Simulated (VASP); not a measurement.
# Au in VASP: notebook

Au is run at these levels: PBEsol; tasks: single point.

Program: VASP 6.6.1. These are calculated values, not measurements. Logs are shortened: lines on timing, memory, paths and dates and some standing lists are left out, and cuts for length are marked.

## (1) The cell of the first run

Symmetry: Fm-3m, No. 225, cubic system. Conventional cell: a = 4.296 Å, b = 4.296 Å, c = 4.296 Å, α = 90.00°, β = 90.00°, γ = 90.00°. Au (site symmetry m-3m) has 12 Au at 3.04 Å within 4.0 Å.

## (2) Single point, PBEsol (strain +0.050 along x and y, +0.050 along z)

INCAR

```
SYSTEM = Au
ALGO = Normal ; EDIFF = 1E-6
ENCUT = 520 ; GGA = PS
ISIF = 2 ; ISMEAR = 0
LASPH = .TRUE. ; LCHARG = .FALSE.
LREAL = .FALSE. ; LWAVE = .FALSE.
NBANDS = 12 ; NELM = 100
PREC = Accurate ; SIGMA = 0.15
```

KPOINTS

```
k-points
0
G
  20 20 20
  0 0 0
```

POSCAR

```
Au
1.0
    0.0000000000      2.1477750000      2.1477750000
    2.1477750000      0.0000000000      2.1477750000
    2.1477750000      2.1477750000      0.0000000000
Au
1
Direct
    0.0000000000      0.0000000000      0.0000000000
```

Potentials or basis: VASP PAW PBE potentials, release 64 (Au).

On the command line:

```console
> cat potpaw_PBE.64/Au/POTCAR > POTCAR
> mpirun -np 1 vasp_std > vasp.out
```

OUTCAR:

```text
SYSTEM = Au
   EDIFF = 1E-6
   ENCUT = 520
   GGA = PS
   ISIF = 2
   ISMEAR = 0
   LASPH = .TRUE.
   LREAL = .FALSE.
   NELM = 100
   PREC = Accurate

 ion  position               nearest neighbor table
   1  0.000  0.000  0.000-

  LATTYP: Found a face centered cubic cell.
 ALAT       =     4.2955500000

  Lattice vectors:

 A1 = (   0.0000000000,   2.1477750000,   2.1477750000)
 A2 = (   2.1477750000,   0.0000000000,   2.1477750000)
 A3 = (   2.1477750000,   2.1477750000,   0.0000000000)

Analysis of symmetry for initial positions (statically):
=====================================================================
 Subroutine PRICEL returns:
 Original cell was already a primitive cell.

 Routine SETGRP: Setting up the symmetry group for a
 face centered cubic supercell.

 Subroutine GETGRP returns: Found 48 space group operations
 (whereof 48 operations were pure point group operations)
 out of a pool of 48 trial point group operations.

The static configuration has the point symmetry O_h .

Analysis of symmetry for dynamics (positions and initial velocities):
=====================================================================
 Subroutine PRICEL returns:
 Original cell was already a primitive cell.

 Routine SETGRP: Setting up the symmetry group for a
 face centered cubic supercell.

 Subroutine GETGRP returns: Found 48 space group operations
 (whereof 48 operations were pure point group operations)
 out of a pool of 48 trial point group operations.

The dynamic configuration has the point symmetry O_h .

 Subroutine INISYM returns: Found 48 space group operations
 (whereof 48 operations are pure point group operations),
 and found     1 'primitive' translations

----------------------------------------------------------------------------------------

                                     Primitive cell

  volume of cell :      19.8151

  direct lattice vectors                    reciprocal lattice vectors
     0.000000000  2.147775000  2.147775000    -0.232799059  0.232799059  0.232799059
     2.147775000  0.000000000  2.147775000     0.232799059 -0.232799059  0.232799059
     2.147775000  2.147775000  0.000000000     0.232799059  0.232799059 -0.232799059

  length of vectors
     3.037412534  3.037412534  3.037412534     0.403219799  0.403219799  0.403219799

[... 83 lines left out ...]
   NFREE  =      0    steps in history (QN), initial steepest desc. (CG)
   ISIF   =      2    stress and relaxation
   ISYM   =      2    0-nonsym 1-usesym 2-fastsym
   POTIM  = 0.5000    time-step for ionic-motion
   TEBEG  =    0.0;   TEEND  =   0.0 temperature during run
   PSTRESS=    0.0 pullay stress
   NELECT =      11.0000    total number of electrons
   NUPDOWN=      -1.0000    fix difference up-down
   EMIN   =  10.00;   EMAX   =-10.00  energy-range for DOS
   EFERMI =   0.00;   METHOD = LEGACY
   ISMEAR =     0;   SIGMA  =   0.15  broadening in eV -4-tet -1-fermi 0-gaus
   EFERMI_NEDOS =   21; number of points for ismear=-14 and -15
   IALGO  =     38    algorithm
   IMIX   =      4    mixing-type and parameters
     AMIX     =   0.40;   BMIX     =  1.00
     AMIX_MAG =   1.60;   BMIX_MAG =  1.00
  volume/ion in A,a.u.               =      19.82       133.72
  Fermi-wavevector in a.u.,A,eV,Ry     =   1.345469  2.542567 24.630438  1.810286
  Thomas-Fermi vector in A             =   2.473379
   LORBIT       =      0    0 simple, 1 ext, 2 COOP (PROOUT), +10 PAW based schemes
   GGA     = PS    functional components
   LHFCALC =     F    Hartree Fock is set to
   AEXX    =    0.0000 exact exchange contribution
   IVDW    =     0    specifies the selected vdW correction
   LEPSILON=     F    determine dielectric tensor
   LRPA    =     F    only Hartree local field effects (RPA)
 non-spin polarized calculation
 Gauss-broadening in eV      SIGMA  =   0.15
  energy-cutoff  :      520.00
  volume of cell :       19.82
 maximum number of plane-waves:       548
   NGX = 11   NGY = 11   NGZ = 11

 number of electron      11.0000001 magnetization

 Free energy of the ion-electron system (eV)
  ---------------------------------------------------
  ext. energy  EPLUGINS =         0.00000000
  ---------------------------------------------------
  free energy    TOTEN  =        -3.74727501 eV

  energy without entropy =       -3.74430950  energy(sigma->0) =       -3.74579226

 E-fermi :   6.9121     XC(G=0): -12.0080

 val. band max:        6.8368032680   @ k =   0.5000   0.3500   0.1500
 cond. band min:       6.9201005062   @ k =   0.5000   0.1500   0.0500
 fundamental gap:      0.0832972382
 Fermi energy:         6.9121254372

 k-point     1 :       0.0000    0.0000    0.0000
  band No.  band energies     occupation
      1      -1.4643      2.00000
      2       3.0157      2.00000
      3       3.0157      2.00000
      4       3.0157      2.00000
      5       4.1855      2.00000
      6       4.1855      2.00000
      7      21.5512      0.00000
      8      24.6749      0.00000
      9      24.6749      0.00000
     10      24.6749      0.00000
     11      29.1004      0.00000
     12      32.3365      0.00000
[... 331 lines left out ...]
 k-point    24 :      -0.3500    0.0500    0.0000
  band No.  band energies     occupation
      1       0.8757      2.00000
      2       3.0780      2.00000
      3       3.1250      2.00000
      4       4.0244      2.00000
      5       4.6917      2.00000
      6       5.1550      2.00000
      7      12.7819      0.00000
      8      21.4047      0.00000
      9      22.8253      0.00000
     10      24.2234      0.00000
     11      28.6465      0.00000
     12      29.2156      0.00000

 [... further k-points ...]

------------------------ aborting loop because EDIFF is reached ----------------------------------------

  FORCE on cell =-STRESS in cart. coord.  units (eV):
  Direction    XX          YY          ZZ          XY          YZ          ZX
  --------------------------------------------------------------------------------------
  -------------------------------------------------------------------------------------
  Total       -2.1210679     -2.1210679     -2.1210679      0.0000000      0.0000000     -0.0000000
  in kB     -171.5018495   -171.5018495   -171.5018495      0.0000000      0.0000000     -0.0000000
  external PRESSURE =    -171.5018495 kB  Pullay stress =       0.0000000 kB

 VOLUME and BASIS-vectors are now :
 -----------------------------------------------------------------------------
  energy-cutoff  :      520.00
  volume of cell :       19.82
      direct lattice vectors                 reciprocal lattice vectors
     0.000000000  2.147775000  2.147775000    -0.232799059  0.232799059  0.232799059
     2.147775000  0.000000000  2.147775000     0.232799059 -0.232799059  0.232799059
     2.147775000  2.147775000  0.000000000     0.232799059  0.232799059 -0.232799059

 POSITION                                       TOTAL-FORCE (eV/Angst)
 -----------------------------------------------------------------------------------
      0.00000      0.00000      0.00000         0.000000      0.000000      0.000000
 -----------------------------------------------------------------------------------
    total drift:                                0.000000     -0.000000     -0.000000

  FREE ENERGIE OF THE ION-ELECTRON SYSTEM (eV)
  ---------------------------------------------------
  free  energy   TOTEN  =        -3.7472750074 eV

  energy  without entropy=       -3.7443095031  energy(sigma->0) =       -3.74579226
```

OSZICAR:

```text
N       E                     dE             d eps       ncg     rms          rms(c)
DAV:   1     0.464434980001E+02    0.46443E+02   -0.54530E+03  6464   0.799E+02
DAV:   2    -0.338996898565E+01   -0.49833E+02   -0.46497E+02  7152   0.176E+02
DAV:   3    -0.406617051943E+01   -0.67620E+00   -0.67536E+00  7420   0.200E+01
DAV:   4    -0.406857507561E+01   -0.24046E-02   -0.24045E-02  7312   0.139E+00
DAV:   5    -0.406859496868E+01   -0.19893E-04   -0.19893E-04  7512   0.122E-01    0.609E+00
DAV:   6    -0.376150772558E+01    0.30709E+00   -0.10034E+00  6568   0.764E+00    0.411E+00
DAV:   7    -0.374938968164E+01    0.12118E-01   -0.36737E-02  7424   0.148E+00    0.237E+00
DAV:   8    -0.374728196927E+01    0.21077E-02   -0.69606E-04  6968   0.224E-01    0.228E-01
DAV:   9    -0.374727120466E+01    0.10765E-04   -0.73935E-06  7368   0.230E-02    0.132E-02
DAV:  10    -0.374727505278E+01   -0.38481E-05   -0.16869E-06  7236   0.125E-02    0.284E-03
DAV:  11    -0.374727500743E+01    0.45346E-07   -0.54560E-08  3992   0.176E-03
   1 F= -.37472750E+01 E0= -.37457923E+01  d E =-.296550E-02
```

stdout:

```text
POSCAR found type information on POSCAR Au
 POSCAR found :  1 types and       1 ions
 scaLAPACK will be used
 -----------------------------------------------------------------------------
|                                                                             |
|                                                                             |
|     You enforced a specific xc type in the INCAR file but a different       |
|     I HOPE YOU KNOW WHAT YOU ARE DOING!                                     |
|                                                                             |
 -----------------------------------------------------------------------------

 LDA part: xc-table for (Slater+PW92), standard interpolation
 POSCAR, INCAR and KPOINTS ok, starting setup
 FFT: planning ... GRIDC
 FFT: planning ... GRID_SOFT
 FFT: planning ... GRID
 WAVECAR not read
 entering main loop
```

Run time: 59 s. Hardware: 1 thread of AMD EPYC 7R43 (Zen 3), shared host; peak memory 0.15 GiB.

What came out:

| Property | Result |
| --- | --- |
| Free energy | -3.7473 eV |
| Pressure | -17.2 GPa |

Levels at points of the mesh, in eV from the Fermi level:
```
           k point  band 3  band 4  band 5  band 6  band 7  band 8  band 9  band 10
(0.00, 0.00, 0.00)   -3.90   -3.90   -2.73   -2.73   14.64   17.76   17.76    17.76
(0.50, 0.00, 0.00)   -3.92   -1.81   -1.81   -0.30    2.37   14.05   15.97    15.97
(0.50, 0.50, 0.00)   -1.84   -1.56   -1.56    1.42    4.67    9.56    9.56    15.64
```

Caveat: the cell differs from its parent crystal (strain +0.050 along x and y, +0.050 along z); the PAW data sets were made with another functional, which shifts forces and pressure a little; spin-orbit coupling is left out, which moves the levels of the heavy elements.

[end of part 1 of 2]
